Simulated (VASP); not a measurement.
Here is a VASP 6.6.1 calculation.

The input INCAR:

```
PREC = Accurate
ENCUT = 520
EDIFF = 1E-8
ISMEAR = 0
SIGMA = 0.01
LREAL = F
LASPH = T
NELM = 80
ALGO = Normal
ISIF = 2
LWAVE = F
LCHARG = F
GGA = PE
LEPSILON = T
```

KPOINTS

```
Automatic mesh
0
Gamma
  6 6 4
```

POSCAR

```
NaI
1.0
    4.5046454201      0.0000000000      0.0000000000
   -2.2523227100      3.9011373688      0.0000000000
    0.0000000000      0.0000000000      7.6757022934
Na I
2 2
Direct
    0.0000000000      0.0000000000      0.0000000000
    0.0000000000      0.0000000000      0.5000000000
    0.3333333333      0.6666666667      0.2500000000
    0.6666666667      0.3333333333      0.7500000000
```

Potentials or basis: VASP PAW PBE potentials, release 64 (Na_pv, I).

Launch:

```bash
$ cat potpaw_PBE.64/Na_pv/POTCAR potpaw_PBE.64/I/POTCAR > POTCAR
$ mpirun -np 1 vasp_std > vasp.out
```

Predict the electronic dielectric tensor (diagonal).

3.41, 3.41, 3.37.

What does it give for the Born charges (mean of the diagonal)?

Na +1.19; I -1.19 e.

Predict the band gap on the k mesh.

3.56 eV.

Electronic dielectric tensor:
```
3.41 0.00 0.00
0.00 3.41 0.00
0.00 0.00 3.37
```

Caveat: spin-orbit coupling is left out, which moves the levels of the heavy elements.
